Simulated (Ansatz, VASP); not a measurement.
# Au in VASP and in Ansatz

```
CELL_PARAMETERS angstrom
2.85780 0.00000 0.00000
-1.42890 2.47493 0.00000
0.00000 0.00000 9.69462
ATOMIC_POSITIONS crystal
Au 0.00000 0.00000 0.00000
Au 0.00000 0.00000 0.50000
Au 0.33333 0.66667 0.25000
Au 0.66667 0.33333 0.75000
```

Alike in both runs: task single point; functional BLYP; k mesh 14 × 14 × 4; occupations fermi-dirac, width 0.1 eV; no spin polarisation.

|  | VASP | Ansatz |
| --- | --- | --- |
| version | VASP 6.6.1 | Ansatz 0.2.0 |
| potentials or method | VASP PAW PBE potentials, release 64 (Au), cutoff 520 eV | plane waves (420 eV) with PAW, scalar-relativistic |
| valence electrons in the cell | 44 | 76 |

|  | VASP | Ansatz | Ansatz less VASP |
| --- | --- | --- | --- |
| pressure (GPa) | 20.0 | 19.2 | -0.82 |
| traceless stress, the component that is largest in VASP (GPa) | -1.64 | -1.52 | +0.129 |

VASP's potentials were made for PBE, not for BLYP. VASP's potentials hold 44 valence electrons a cell and Ansatz's 76, so a difference there can come from the potentials and not from the codes.

Neither program's run includes spin-orbit coupling.
